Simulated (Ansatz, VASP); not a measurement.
**Two plane-wave programs on Rh12Cl**

Contents of INCAR:

```
ALGO     = Normal         # electronic algorithm
DIPOL    = 0.5 0.5 0.302
EDIFF    = 1E-7           # SCF threshold, eV
ENCUT    = 520            # plane-wave cutoff, eV
GGA      = PE             # functional
IDIPOL   = 3            
ISIF     = 2              # what is computed and relaxed
ISMEAR   = 0              # smearing method
IVDW     = 12             # dispersion correction
LASPH    = T              # aspherical terms in the spheres
LCHARG   = F              # write CHGCAR
LDIPOL   = T            
LREAL    = F              # projectors in reciprocal space
LWAVE    = F              # write WAVECAR
NBANDS   = 106            # bands
NELM     = 80             # most SCF steps
PREC     = Accurate       # precision mode
SIGMA    = 0.1            # smearing width, eV
```

The input KPOINTS:

```
k-points
0
Gamma
  6 6 1
```

POSCAR

```
Rh12Cl
1.0
    5.3650160462      0.0000000000      0.0000000000
   -2.6825080231      4.6462401878      0.0000000000
    0.0000000000      0.0000000000     21.6939918225
Rh Cl
12 1
Direct
    0.3333333333      0.1666666667      0.1843828482
    0.3333333333      0.6666666667      0.1843828482
    0.8333333333      0.1666666667      0.1843828482
    0.8333333333      0.6666666667      0.1843828482
    0.1666666667      0.3333333333      0.2833554855
    0.1666666667      0.8333333333      0.2833554855
    0.6666666667      0.3333333333      0.2833554855
    0.6666666667      0.8333333333      0.2833554855
    0.0000000000      0.0000000000      0.3823174587
    0.0000000000      0.5000000000      0.3823174587
    0.5000000000      0.0000000000      0.3823174587
    0.5000000000      0.5000000000      0.3823174587
    0.1666666667      0.3333333333      0.5252141660
```

Input for Ansatz:

```yaml
crystal:
  lattice:
    - [5.3650160462, 0.0, 0.0]
    - [-2.6825080231, 4.6462401878, 0.0]
    - [0.0, 0.0, 21.6939918735]
  atoms:
    - { symbol: Rh, position: [0.3333333333, 0.1666666667, 0.1843828477] }
    - { symbol: Rh, position: [0.3333333333, 0.6666666667, 0.1843828477] }
    - { symbol: Rh, position: [0.8333333333, 0.1666666667, 0.1843828477] }
    - { symbol: Rh, position: [0.8333333333, 0.6666666667, 0.1843828477] }
    - { symbol: Rh, position: [0.1666666667, 0.3333333333, 0.2833554871] }
    - { symbol: Rh, position: [0.1666666667, 0.8333333333, 0.2833554871] }
    - { symbol: Rh, position: [0.6666666667, 0.3333333333, 0.2833554871] }
    - { symbol: Rh, position: [0.6666666667, 0.8333333333, 0.2833554871] }
    - { symbol: Rh, position: [0.0, 0.0, 0.3823174601] }
    - { symbol: Rh, position: [0.0, 0.5, 0.3823174601] }
    - { symbol: Rh, position: [0.5, 0.0, 0.3823174601] }
    - { symbol: Rh, position: [0.5, 0.5, 0.3823174601] }
    - { symbol: Cl, position: [0.1666666667, 0.3333333333, 0.5252141671] }
basis:
  ecutwfc: 420
kpoints:
  mp_grid: { grid: [6, 6, 1] }
hamiltonian:
  xc: pbe
  pseudopotentials: { kind: paw, azcp: { folder: soft_1 } }
  dispersion: d3bj
scf:
  occupations: { method: gaussian, width: 0.1 }
output:
  forces: true
  eigenvalues: true
efield:
  axis: 3
  dipole_correction: true
  ramp_width: 0.04
```

Alike in both runs: task single point; functional PBE; dispersion D3(BJ); k mesh 6 × 6 × 1; occupations gaussian, width 0.1 eV; no spin polarisation.

```csv
,VASP,Ansatz
version,VASP 6.6.1,Ansatz 0.2.0
potentials or method,"VASP PAW PBE potentials, release 64 (Rh_pv, Cl), cutoff 520 eV","scalar-relativistic, plane waves, PAW"
valence electrons in the cell,187,211
```

```tsv
	VASP	Ansatz	Ansatz less VASP
gap on the k mesh at the Fermi level (eV)	none	none	-
rms of the force components (eV/Å)	0.333	0.333	-0.0004
```

Atom by atom the forces differ by 0.001 eV/Å (rms over components). A gap of «none» marks a metal or a gap that the smearing closes. VASP's potentials hold 187 valence electrons a cell and Ansatz's 211, so a difference there can come from the potentials and not from the codes. Ansatz's warnings: vacuum density over bound.
